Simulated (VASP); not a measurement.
# SiC (F-43m) in VASP: further runs

Runs on SiC. Level: PBEsol. Tasks: vibrations by perturbation theory.

Everything below comes from runs of VASP 6.6.1. Logs are shortened: lines on timing, memory, paths and dates and some standing lists are left out, and cuts for length are marked.

### 1 The cell of the first run

The structure is cubic, space group F-43m (No. 216). The conventional cell has a = 4.236 Å, b = 4.236 Å, c = 4.236 Å, α = 90.00°, β = 90.00°, γ = 90.00°. Within 2.4 Å of Si (site symmetry -43m) lie 4 C at 1.83 Å. C (site symmetry -43m) has 4 Si at 1.83 Å within 2.4 Å.

### 2 Vibrations by perturbation theory, PBEsol

Input file INCAR:

```
PREC = Accurate
ENCUT = 520
EDIFF = 1E-8
ISMEAR = 0
SIGMA = 0.01
LREAL = False
LASPH = True
NELM = 100
ALGO = Normal
ISIF = 2
LWAVE = False
LCHARG = False
GGA = PS
NBANDS = 11
IBRION = 8
NSW = 1
LEPSILON = True
```

Input file KPOINTS:

```
Automatic mesh
0
Gamma
  12 12 12
```

Input file POSCAR:

```
SiC
1.0
    0.0000000000      2.1179943384      2.1179943384
    2.1179943384      0.0000000000      2.1179943384
    2.1179943384      2.1179943384      0.0000000000
Si C
1 1
Direct
    0.0000000000      0.0000000000      0.0000000000
    0.7500000000      0.7500000000      0.7500000000
```

Potentials or basis: VASP PAW PBE potentials, release 64 (Si, C).

Command:

```sh
cat potpaw_PBE.64/Si/POTCAR potpaw_PBE.64/C/POTCAR > POTCAR
mpirun -np 1 vasp_std > vasp.out
```

OUTCAR:

```text
PREC = Accurate
   ENCUT = 520
   EDIFF = 1E-8
   ISMEAR = 0
   LREAL = False
   LASPH = True
   NELM = 100
   ISIF = 2
   GGA = PS
   IBRION = 8
   NSW = 1
   LEPSILON = True

 ion  position               nearest neighbor table
   1  0.000  0.000  0.000-   2 1.83   2 1.83   2 1.83   2 1.83
   2  0.750  0.750  0.750-   1 1.83   1 1.83   1 1.83   1 1.83

  LATTYP: Found a face centered cubic cell.
 ALAT       =     4.2359886768

  Lattice vectors:

 A1 = (   0.0000000000,   2.1179943384,   2.1179943384)
 A2 = (   2.1179943384,   0.0000000000,   2.1179943384)
 A3 = (   2.1179943384,   2.1179943384,   0.0000000000)

Analysis of symmetry for initial positions (statically):
=====================================================================
 Subroutine PRICEL returns:
 Original cell was already a primitive cell.

 Routine SETGRP: Setting up the symmetry group for a
 face centered cubic supercell.

 Subroutine GETGRP returns: Found 24 space group operations
 (whereof 24 operations were pure point group operations)
 out of a pool of 48 trial point group operations.

The static configuration has the point symmetry T_d .

Analysis of symmetry for dynamics (positions and initial velocities):
=====================================================================
 Subroutine PRICEL returns:
 Original cell was already a primitive cell.

 Routine SETGRP: Setting up the symmetry group for a
 face centered cubic supercell.

 Subroutine GETGRP returns: Found 24 space group operations
 (whereof 24 operations were pure point group operations)
 out of a pool of 48 trial point group operations.

The dynamic configuration has the point symmetry T_d .

 Subroutine INISYM returns: Found 24 space group operations
 (whereof 24 operations are pure point group operations),
 and found     1 'primitive' translations

----------------------------------------------------------------------------------------

                                     Primitive cell

  volume of cell :      19.0022

  direct lattice vectors                    reciprocal lattice vectors
     0.000000000  2.117994338  2.117994338    -0.236072397  0.236072397  0.236072397
     2.117994338  0.000000000  2.117994338     0.236072397 -0.236072397  0.236072397
     2.117994338  2.117994338  0.000000000     0.236072397  0.236072397 -0.236072397

  length of vectors
     2.995296318  2.995296318  2.995296318     0.408889386  0.408889386  0.408889386

  position of ions in fractional coordinates (direct lattice)
     0.000000000  0.000000000  0.000000000
     0.750000000  0.750000000  0.750000000

  ion indices of the primitive-cell ions
   primitive index   ion index
                 1           1
                 2           2

----------------------------------------------------------------------------------------

 KPOINTS: Automatic mesh

Automatic generation of k-mesh.
 Grid dimensions read from file:
 generate k-points for:   12   12   12

 Generating k-lattice:

  Cartesian coordinates                     Fractional coordinates (reciprocal lattice)
    -0.019672700  0.019672700  0.019672700     0.083333333  0.000000000  0.000000000
     0.019672700 -0.019672700  0.019672700     0.000000000  0.083333333  0.000000000
     0.019672700  0.019672700 -0.019672700     0.000000000  0.000000000  0.083333333
[... 484 lines left out ...]
  ---------------------------------------------------
  free energy    TOTEN  =        -0.32798447 eV

  energy without entropy =       -0.32798447

------------------------ aborting loop because EDIFF is reached ----------------------------------------

--------------------------------------- Ionic step        2  -------------------------------------------

------------------------ aborting loop because EDIFF is reached ----------------------------------------

--------------------------------------- Ionic step        3  -------------------------------------------

------------------------ aborting loop because EDIFF is reached ----------------------------------------

 PIEZOELECTRIC TENSOR FIELD DIRECTION 3  (e Angst)
 -----------------------------------------------------------------------------
    -0.00074  1.21281  0.00000           ( -0.00000  0.05207  0.00000)
     1.21281 -0.00074  0.00000           (  0.05207 -0.00000  0.00000)
     0.00000  0.00000  0.00092           (  0.00000  0.00000 -0.00000)

 PIEZOELECTRIC TENSOR FIELD DIRECTION 3  (C/m^2)
 -----------------------------------------------------------------------------
    -0.00062  1.02258  0.00000
     1.02258 -0.00062  0.00000
     0.00000  0.00000  0.00077

--------------------------------------- Ionic step        4  -------------------------------------------

------------------------ aborting loop because EDIFF is reached ----------------------------------------

[... ionic steps 5 to 6 ...]

--------------------------------------- Ionic step        7  -------------------------------------------

 Free energy of the ion-electron system (eV)
  ---------------------------------------------------
  ---------------------------------------------------
  free energy    TOTEN  =        -0.12765273 eV

  energy without entropy =       -0.12765273

------------------------ aborting loop because EDIFF is reached ----------------------------------------

 INTERNAL STRAIN TENSOR  FOR ION    2  DIRECTION 1   (eV/Angst):
 -----------------------------------------------------------------------------
    -0.00269  0.00000  0.00000
     0.00000  0.00086 13.51132
     0.00000 13.51132  0.00086

 MACROSCOPIC STATIC DIELECTRIC TENSOR (including local field effects in DFT)
 ------------------------------------------------------
           6.884221     0.000000    -0.000000
           0.000000     6.884221     0.000000
           0.000000     0.000000     6.884221
 ------------------------------------------------------

 PIEZOELECTRIC TENSOR (including local field effects)  for field in x, y, z        (e  Angst)
          XX          YY          ZZ          XY          YZ          ZX
  --------------------------------------------------------------------------------
  x    -0.00000     0.00000     0.00000     0.00000     1.21125     0.00000
  y     0.00000    -0.00000     0.00000     0.00000     0.00000     1.21125
  z    -0.00000    -0.00000    -0.00000     1.21125     0.00000     0.00000

 PIEZOELECTRIC TENSOR (including local field effects)  for field in x, y, z        (C/m^2)
          XX          YY          ZZ          XY          YZ          ZX
  --------------------------------------------------------------------------------
  x    -0.00000     0.00000     0.00000     0.00000     1.02127     0.00000
  y     0.00000    -0.00000     0.00000     0.00000     0.00000     1.02127
  z    -0.00000    -0.00000    -0.00000     1.02127     0.00000     0.00000

 BORN EFFECTIVE CHARGES (including local field effects) (in |e|, cummulative output)
 ---------------------------------------------------------------------------------
 ion    1
    1     2.76123     0.00000     0.00000
    2     0.00000     2.76123     0.00000
    3     0.00000     0.00000     2.76123
 ion    2
    1    -2.76123     0.00000     0.00000
    2     0.00000    -2.76123     0.00000
    3     0.00000     0.00000    -2.76123

 INTERNAL STRAIN TENSOR FOR ION    2 for displacements in x,y,z  (eV/Angst):
          X           Y           Z          XY          YZ          ZX
  --------------------------------------------------------------------------------
  x    -0.00000     0.00000     0.00000     0.00000    13.51132     0.00000
  y     0.00000     0.00000     0.00000     0.00000     0.00000    13.51132
  z     0.00000     0.00000    -0.00000    13.51132     0.00000     0.00000

 SECOND DERIVATIVES (NOT SYMMETRIZED)
 ------------------------------------
               1X          1Y          1Z          2X          2Y          2Z
  1X   -23.222847    0.000000    0.000000   23.222847    0.000000    0.000000
  1Y     0.000000  -23.222847    0.000000    0.000000   23.222847    0.000000
  1Z     0.000000    0.000000  -23.222847    0.000000    0.000000   23.222847
  2X    23.219653    0.000000    0.000000  -23.219653    0.000000    0.000000
  2Y     0.000000   23.219653    0.000000    0.000000  -23.219653    0.000000
  2Z     0.000000    0.000000   23.219653    0.000000    0.000000  -23.219653

 Eigenvectors and eigenvalues of the dynamical matrix
 ----------------------------------------------------

   1 f  =   25.972351 THz   163.189095 2PiTHz  866.344379 cm-1   107.412965 meV
             X         Y         Z           dx          dy          dz
      0.000000  0.000000  0.000000    -0.547344    0.000000    0.000000
      3.176992  3.176992  3.176992     0.836908    0.000000    0.000000
[... 21 lines left out ...]
   6 f/i=    0.000818 THz     0.005141 2PiTHz    0.027292 cm-1     0.003384 meV
             X         Y         Z           dx          dy          dz
      0.000000  0.000000  0.000000     0.000000    0.000000    0.836908
      3.176992  3.176992  3.176992     0.000000    0.000000    0.547344

--------------------------------------------------------------------------------------------------------

 MACROSCOPIC STATIC DIELECTRIC TENSOR IONIC CONTRIBUTION
 ------------------------------------------------------
           3.126662    -0.000000     0.000000
          -0.000000     3.126662    -0.000000
           0.000000    -0.000000     3.126662
 ------------------------------------------------------

 ELASTIC MODULI CONTR FROM IONIC RELAXATION (kBar)
 Direction    XX          YY          ZZ          XY          YZ          ZX
 --------------------------------------------------------------------------------
 XX          -0.0000     -0.0000     -0.0000     -0.0000      0.0000      0.0000
 YY          -0.0000     -0.0000     -0.0000     -0.0000     -0.0000     -0.0000
 ZZ          -0.0000     -0.0000     -0.0000      0.0000     -0.0000      0.0000
 XY          -0.0000     -0.0000      0.0000   -626.7922     -0.0000      0.0000
 YZ           0.0000     -0.0000     -0.0000     -0.0000   -626.7922      0.0000
 ZX           0.0000     -0.0000      0.0000      0.0000      0.0000   -626.7922
 --------------------------------------------------------------------------------

 PIEZOELECTRIC TENSOR IONIC CONTR  for field in x, y, z        (C/m^2)
          XX          YY          ZZ          XY          YZ          ZX
  --------------------------------------------------------------------------------
  x     0.00000    -0.00000    -0.00000    -0.00000    -1.31727     0.00000
  y     0.00000    -0.00000     0.00000     0.00000     0.00000    -1.31727
  z    -0.00000    -0.00000     0.00000    -1.31727    -0.00000     0.00000
```

It took 3.7 min on 1 thread of Intel Xeon Platinum 8259CL at 2.50GHz (Skylake/Cascade Lake), shared host; peak memory 0.25 GiB.

Results:

- Electronic dielectric tensor (diagonal): 6.88
- Born charges (mean of the diagonal): Si +2.76; C -2.76 e
- Highest phonon frequency at Γ, LO-TO splitting left out: 866 cm⁻¹

Phonon frequencies in cm⁻¹ (negative: imaginary):
```tsv
q point	frequencies
(0.000, 0.000, 0.000)	0 0 0 866 866 866
```

Electronic dielectric tensor:
```
6.88 0.00 0.00
0.00 6.88 0.00
0.00 0.00 6.88
```

Born effective charge tensors (e):
atom 1, Si
```
2.76 0.00 0.00
0.00 2.76 0.00
0.00 0.00 2.76
```
atom 2, C
```
-2.76  0.00  0.00
 0.00 -2.76  0.00
 0.00  0.00 -2.76
```

Caveat: the cell wasn't relaxed at this level first, which shifts response properties; the PAW data sets were made with another functional, which shifts forces and pressure a little.

### 3 Vibrations by perturbation theory, PBEsol

This run uses another cell than the first one, of 9.88 Å³/atom, 1.040 times its volume.

Input file INCAR:

```
PREC = Accurate
ENCUT = 520
EDIFF = 1E-8
ISMEAR = 0
SIGMA = 0.01
LREAL = F
LASPH = T
NELM = 60
ALGO = Normal
ISIF = 2
LWAVE = F
LCHARG = F
GGA = PS
NBANDS = 11
IBRION = 8
NSW = 1
LEPSILON = T
```

KPOINTS is that of step 2.

Input file POSCAR:

```
SiC
1.0
    0.0000000000      2.1456545210      2.1456545210
    2.1456545210      0.0000000000      2.1456545210
    2.1456545210      2.1456545210      0.0000000000
Si C
1 1
Direct
    0.0000000000      0.0000000000      0.0000000000
    0.7500000000      0.7500000000      0.7500000000
```

Potentials or basis: VASP PAW PBE potentials, release 64 (Si, C).

Command:

```sh
cat potpaw_PBE.64/Si/POTCAR potpaw_PBE.64/C/POTCAR > POTCAR
mpirun -np 1 vasp_std > vasp.out
```

OUTCAR:

```text
PREC = Accurate
   ENCUT = 520
   EDIFF = 1E-8
   ISMEAR = 0
   LREAL = F
   LASPH = T
   NELM = 60
   ISIF = 2
   GGA = PS
   IBRION = 8
   NSW = 1
   LEPSILON = T

 ion  position               nearest neighbor table
   1  0.000  0.000  0.000-   2 1.86   2 1.86   2 1.86   2 1.86
   2  0.750  0.750  0.750-   1 1.86   1 1.86   1 1.86   1 1.86

  LATTYP: Found a face centered cubic cell.
 ALAT       =     4.2913090420

  Lattice vectors:

 A1 = (   0.0000000000,   2.1456545210,   2.1456545210)
 A2 = (   2.1456545210,   0.0000000000,   2.1456545210)
 A3 = (   2.1456545210,   2.1456545210,   0.0000000000)

Analysis of symmetry for initial positions (statically):
=====================================================================
 Subroutine PRICEL returns:
 Original cell was already a primitive cell.

 Routine SETGRP: Setting up the symmetry group for a
 face centered cubic supercell.

 Subroutine GETGRP returns: Found 24 space group operations
 (whereof 24 operations were pure point group operations)
 out of a pool of 48 trial point group operations.

The static configuration has the point symmetry T_d .

Analysis of symmetry for dynamics (positions and initial velocities):
=====================================================================
 Subroutine PRICEL returns:
 Original cell was already a primitive cell.

 Routine SETGRP: Setting up the symmetry group for a
 face centered cubic supercell.

[... 593 lines left out ...]

 PIEZOELECTRIC TENSOR (including local field effects)  for field in x, y, z        (C/m^2)
          XX          YY          ZZ          XY          YZ          ZX
  --------------------------------------------------------------------------------
  x    -0.00000    -0.00000    -0.00000     0.00000     1.00695     0.00000
  y     0.00000     0.00000    -0.00000     0.00000     0.00000     1.00695
  z     0.00000     0.00000     0.00000     1.00695     0.00000     0.00000

 BORN EFFECTIVE CHARGES (including local field effects) (in |e|, cummulative output)
 ---------------------------------------------------------------------------------
 ion    1
    1     2.73514     0.00000     0.00000
    2     0.00000     2.73514     0.00000
    3     0.00000     0.00000     2.73514
 ion    2
    1    -2.73514     0.00000     0.00000
    2     0.00000    -2.73514     0.00000
    3     0.00000     0.00000    -2.73514

 INTERNAL STRAIN TENSOR FOR ION    2 for displacements in x,y,z  (eV/Angst):
          X           Y           Z          XY          YZ          ZX
  --------------------------------------------------------------------------------
  x     0.00000     0.00000     0.00000     0.00000    11.11848     0.00000
  y     0.00000     0.00000     0.00000     0.00000     0.00000    11.11848
  z     0.00000     0.00000     0.00000    11.11848     0.00000     0.00000

 SECOND DERIVATIVES (NOT SYMMETRIZED)
 ------------------------------------
               1X          1Y          1Z          2X          2Y          2Z
  1X   -21.275009    0.000000    0.000000   21.275009    0.000000    0.000000
  1Y     0.000000  -21.275009    0.000000    0.000000   21.275009    0.000000
  1Z     0.000000    0.000000  -21.275009    0.000000    0.000000   21.275009
  2X    21.274379    0.000000    0.000000  -21.274379    0.000000    0.000000
  2Y     0.000000   21.274379    0.000000    0.000000  -21.274379    0.000000
  2Z     0.000000    0.000000   21.274379    0.000000    0.000000  -21.274379

 Eigenvectors and eigenvalues of the dynamical matrix
 ----------------------------------------------------

   1 f  =   24.860212 THz   156.201318 2PiTHz  829.247407 cm-1   102.813529 meV
             X         Y         Z           dx          dy          dz
      0.000000  0.000000  0.000000     0.000000    0.547323    0.000000
      3.218482  3.218482  3.218482     0.000000   -0.836922    0.000000
[... 21 lines left out ...]
   6 f/i=    0.000168 THz     0.001059 2PiTHz    0.005620 cm-1     0.000697 meV
             X         Y         Z           dx          dy          dz
      0.000000  0.000000  0.000000     0.000000    0.000000    0.836922
      3.218482  3.218482  3.218482     0.000000    0.000000    0.547323

--------------------------------------------------------------------------------------------------------

 MACROSCOPIC STATIC DIELECTRIC TENSOR IONIC CONTRIBUTION
 ------------------------------------------------------
           3.220708     0.000000     0.000000
           0.000000     3.220708     0.000000
           0.000000     0.000000     3.220708
 ------------------------------------------------------

 ELASTIC MODULI CONTR FROM IONIC RELAXATION (kBar)
 Direction    XX          YY          ZZ          XY          YZ          ZX
 --------------------------------------------------------------------------------
 XX          -0.0000      0.0000      0.0000     -0.0000      0.0000      0.0000
 YY           0.0000     -0.0000     -0.0000     -0.0000     -0.0000      0.0000
 ZZ           0.0000     -0.0000     -0.0000      0.0000     -0.0000      0.0000
 XY          -0.0000     -0.0000      0.0000   -441.4699      0.0000      0.0000
 YZ           0.0000     -0.0000     -0.0000      0.0000   -441.4699      0.0000
 ZX           0.0000      0.0000      0.0000      0.0000      0.0000   -441.4699
 --------------------------------------------------------------------------------

 PIEZOELECTRIC TENSOR IONIC CONTR  for field in x, y, z        (C/m^2)
          XX          YY          ZZ          XY          YZ          ZX
  --------------------------------------------------------------------------------
  x     0.00000    -0.00000    -0.00000     0.00000    -1.12201     0.00000
  y     0.00000     0.00000     0.00000     0.00000     0.00000    -1.12201
  z    -0.00000    -0.00000     0.00000    -1.12201     0.00000     0.00000
```

Wall time 3.5 min (1 thread of Intel Xeon Platinum 8259CL at 2.50GHz (Skylake/Cascade Lake), shared host); peak memory 0.26 GiB.

What came out:

```yaml
Electronic_dielectric_tensor_diagonal: 6.96
Born_charges_mean_of_the_diagonal: Si +2.74; C -2.74 e
Highest_phonon_frequency_at_Γ_LO-TO_splitting_left_out: 829 cm⁻¹
```

Phonon frequencies in cm⁻¹ (negative: imaginary):
```csv
q point,frequencies
"(0.000, 0.000, 0.000)",0 0 0 829 829 829
```

Electronic dielectric tensor:
```
6.96 0.00 0.00
0.00 6.96 0.00
0.00 0.00 6.96
```

Born effective charge tensors (e):
atom 1, Si
```
2.74 0.00 0.00
0.00 2.74 0.00
0.00 0.00 2.74
```
atom 2, C
```
-2.74  0.00  0.00
 0.00 -2.74  0.00
 0.00  0.00 -2.74
```

Caveat: the cell wasn't relaxed at this level first, which shifts response properties; the PAW data sets were made with another functional, which shifts forces and pressure a little.

(Continued in part 2 of 2.)
